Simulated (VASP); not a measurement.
# ZnAu (Amm2) in VASP: notebook, part 2 of 2

VASP 6.6.1. Earlier steps stand in the parts before.

### 4 Single point, PBE (all Au atoms moved +0.263 Å, as atom 2 along Cartesian [1 -1 0])

INCAR

```
PREC = Accurate
ENCUT = 520
EDIFF = 1E-7
ISMEAR = 0
SIGMA = 0.15
LREAL = False
LASPH = True
NELM = 80
ALGO = Fast
ISIF = 2
LWAVE = False
LCHARG = True
GGA = PE
LELF = True
LVHAR = True
NBANDS = 18
```

KPOINTS

```
Automatic mesh
0
Gamma
  16 16 16
```

POSCAR

```
ZnAu
1.0
    3.1470000000      0.0000000000      0.0000000000
    0.0000000000      3.1470000000      0.0000000000
    0.0000000000      0.0000000000      3.1470000000
Zn Au
1 1
Direct
    0.5000000000      0.5000000000      0.5000000000
    0.0589817382     -0.0589817382      0.0000000000
```

Potentials or basis: VASP PAW PBE potentials, release 64 (Zn, Au).

Run with:

```
$ cat potpaw_PBE.64/Zn/POTCAR potpaw_PBE.64/Au/POTCAR > POTCAR
$ mpirun -np 1 vasp_std > vasp.out
```

OUTCAR:

```text
PREC = Accurate
   ENCUT = 520
   EDIFF = 1E-7
   ISMEAR = 0
   LREAL = False
   LASPH = True
   NELM = 80
   ISIF = 2
   GGA = PE

 ion  position               nearest neighbor table
   1  0.500  0.500  0.500-   2 2.52   2 2.52   2 2.74   2 2.74   2 2.74   2 2.74   2 2.94   2 2.94

   2  0.059  0.941  0.000-   1 2.52   1 2.52   1 2.74   1 2.74   1 2.74   1 2.74   1 2.94   1 2.94

  LATTYP: Found a simple cubic cell.
 ALAT       =     3.1470000000

  Lattice vectors:

 A1 = (   3.1470000000,   0.0000000000,   0.0000000000)
 A2 = (   0.0000000000,   3.1470000000,   0.0000000000)
 A3 = (   0.0000000000,   0.0000000000,   3.1470000000)

Analysis of symmetry for initial positions (statically):
=====================================================================
 Subroutine PRICEL returns:
 Original cell was already a primitive cell.

 Routine SETGRP: Setting up the symmetry group for a
 simple cubic supercell.

 Subroutine GETGRP returns: Found  4 space group operations
 (whereof  4 operations were pure point group operations)
 out of a pool of 48 trial point group operations.

The static configuration has the point symmetry C_2v.
[... 159 lines left out ...]

  energy without entropy =       -4.58573171  energy(sigma->0) =       -4.58822427

 E-fermi :   7.1069     XC(G=0): -12.3596

 val. band max:        7.1022381484   @ k =  -0.4375   0.2500   0.3125
 cond. band min:       7.1227451513   @ k =   0.4375   0.4375   0.1875
 fundamental gap:      0.0205070030
 Fermi energy:         7.1068771133

 k-point     1 :       0.0000    0.0000    0.0000
  band No.  band energies     occupation
      1      -3.5350      2.00000
      2      -1.0969      2.00000
      3      -1.0304      2.00000
      4      -0.4470      2.00000
      5      -0.3375      2.00000
      6      -0.3118      2.00000
[... 481 lines left out ...]
      5      -0.3384      2.00000
      6      -0.3350      2.00000
[... 10 lines left out ...]
     17      20.3649      0.00000
     18      24.8939      0.00000

 [... further k-points ...]

------------------------ aborting loop because EDIFF is reached ----------------------------------------

  FORCE on cell =-STRESS in cart. coord.  units (eV):
  Direction    XX          YY          ZZ          XY          YZ          ZX
  --------------------------------------------------------------------------------------
  -------------------------------------------------------------------------------------
  Total        1.5582853      1.5582853      1.9427177     -0.6788167      0.0000000      0.0000000
  in kB       80.1064188     80.1064188     99.8688525    -34.8957753      0.0000000      0.0000000
  external PRESSURE =      86.6938967 kB  Pullay stress =       0.0000000 kB

 VOLUME and BASIS-vectors are now :
 -----------------------------------------------------------------------------
  energy-cutoff  :      520.00
  volume of cell :       31.17
      direct lattice vectors                 reciprocal lattice vectors
     3.147000000  0.000000000  0.000000000     0.317762949  0.000000000  0.000000000
     0.000000000  3.147000000  0.000000000     0.000000000  0.317762949  0.000000000
     0.000000000  0.000000000  3.147000000     0.000000000  0.000000000  0.317762949

 POSITION                                       TOTAL-FORCE (eV/Angst)
 -----------------------------------------------------------------------------------
      1.57350      1.57350      1.57350         0.850581     -0.850581      0.000000
      0.18562      2.96138      0.00000        -0.850581      0.850581      0.000000
 -----------------------------------------------------------------------------------
    total drift:                               -0.000326      0.000326     -0.000000

  FREE ENERGIE OF THE ION-ELECTRON SYSTEM (eV)
  ---------------------------------------------------
  free  energy   TOTEN  =        -4.5907168349 eV

  energy  without entropy=       -4.5857317069  energy(sigma->0) =       -4.58822427
```

OSZICAR:

```text
N       E                     dE             d eps       ncg     rms          rms(c)
DAV:   1     0.131242949602E+03    0.13124E+03   -0.11435E+04 24064   0.165E+03
DAV:   2     0.335652882358E+00   -0.13091E+03   -0.12496E+03 23914   0.314E+02
DAV:   3    -0.500515816900E+01   -0.53408E+01   -0.53033E+01 26278   0.687E+01
DAV:   4    -0.505169350830E+01   -0.46535E-01   -0.46521E-01 25628   0.568E+00
DAV:   5    -0.505220741123E+01   -0.51390E-03   -0.51390E-03 25296   0.642E-01    0.895E+00
RMM:   6    -0.462637394718E+01    0.42583E+00   -0.86181E-01 24364   0.809E+00    0.566E+00
RMM:   7    -0.459828072519E+01    0.28093E-01   -0.51963E-02 26618   0.197E+00    0.287E+00
RMM:   8    -0.459084284833E+01    0.74379E-02   -0.85531E-03 26362   0.902E-01    0.948E-02
RMM:   9    -0.459075771161E+01    0.85137E-04   -0.20275E-03 27669   0.379E-01    0.137E-01
RMM:  10    -0.459074088576E+01    0.16826E-04   -0.29452E-04 31202   0.150E-01    0.892E-02
RMM:  11    -0.459072967344E+01    0.11212E-04   -0.71967E-05 29478   0.670E-02    0.634E-02
RMM:  12    -0.459072032058E+01    0.93529E-05   -0.90597E-05 26950   0.987E-02    0.274E-02
RMM:  13    -0.459071679937E+01    0.35212E-05   -0.19651E-05 28354   0.554E-02    0.516E-03
RMM:  14    -0.459071685470E+01   -0.55335E-07   -0.19176E-06 28797   0.105E-02    0.380E-03
RMM:  15    -0.459071683490E+01    0.19803E-07   -0.43132E-07 20823   0.668E-03
   1 F= -.45907168E+01 E0= -.45882243E+01  d E =-.498513E-02
```

stdout:

```text
POSCAR found type information on POSCAR ZnAu
 POSCAR found :  2 types and       2 ions
 scaLAPACK will be used
 LDA part: xc-table for (Slater+PW92), standard interpolation
 POSCAR, INCAR and KPOINTS ok, starting setup
 FFT: planning ... GRIDC
 FFT: planning ... GRID_SOFT
 FFT: planning ... GRID
 WAVECAR not read
 entering main loop
WARNING in EDDRMM: call to ZHEGV failed, returncode =   8  4     17
WARNING in EDDRMM: call to ZHEGV failed, returncode =   8  4     18
WARNING in EDDRMM: call to ZHEGV failed, returncode =   6  3     18
WARNING in EDDRMM: call to ZHEGV failed, returncode =   8  4     18
WARNING in EDDRMM: call to ZHEGV failed, returncode =   8  4     16
WARNING in EDDRMM: call to ZHEGV failed, returncode =   6  3     17
WARNING in EDDRMM: call to ZHEGV failed, returncode =   8  4     18
WARNING in EDDRMM: call to ZHEGV failed, returncode =   8  4     18
WARNING in EDDRMM: call to ZHEGV failed, returncode =   8  4     16
WARNING in EDDRMM: call to ZHEGV failed, returncode =   8  4     17
WARNING in EDDRMM: call to ZHEGV failed, returncode =   8  4     16
WARNING in EDDRMM: call to ZHEGV failed, returncode =   8  4     18
WARNING in EDDRMM: call to ZHEGV failed, returncode =   6  3     17
WARNING in EDDRMM: call to ZHEGV failed, returncode =   8  4     17
WARNING in EDDRMM: call to ZHEGV failed, returncode =   6  3     18
WARNING in EDDRMM: call to ZHEGV failed, returncode =   8  4     18
```

It took 7.6 min on 1 thread of Oxide Virtual Turin-like, shared host; peak memory 0.43 GiB.

What came out:

| Property | Result |
| --- | --- |
| Free energy | -4.5907 eV |
| Pressure | 8.7 GPa |
| Largest force | 1.203 eV/Å |
| Band gap on the k mesh | zero (an odd number of electrons rules out a gap without spin polarisation) |

Forces on the atoms (eV/Å):
```
Zn   0.851 -0.851  0.000
Au  -0.851  0.851  0.000
```

Caveat: the cell differs from its parent crystal (all Au atoms moved +0.263 Å, as atom 2 along Cartesian [1 -1 0]); the cell stands under pressure; spin-orbit coupling is left out, which moves the levels of the heavy elements; forces of over 1 eV/Å act on the atoms, so gaps and moduli don't describe the material at rest.

### 5 Overview

```csv
cell,gap on the mesh (eV),pressure (GPa),largest force (eV/Å)
"as given, atomic positions A",none,7.7,0.99
"as given, atomic positions B",none,6.1,0.61
"as given, atomic positions C",none,8.7,1.20
```

Alike in all rows: task single point; level PBE; potentials or basis VASP PAW PBE potentials, release 64 (Zn, Au); no spin polarisation; k mesh 16 × 16 × 16; cutoff (eV) 520; smearing gaussian 0.15 eV.

Caveats: the cell stands under pressure; spin-orbit coupling is left out, which moves the levels of the heavy elements; forces of over 1 eV/Å act on the atoms, so gaps and moduli don't describe the material at rest (at least some runs).

Total energies depend on the potentials used, so only differences within one code and one set of settings carry meaning.

The gap in the log of VASP goes by the Fermi energy; the results here count the filled bands.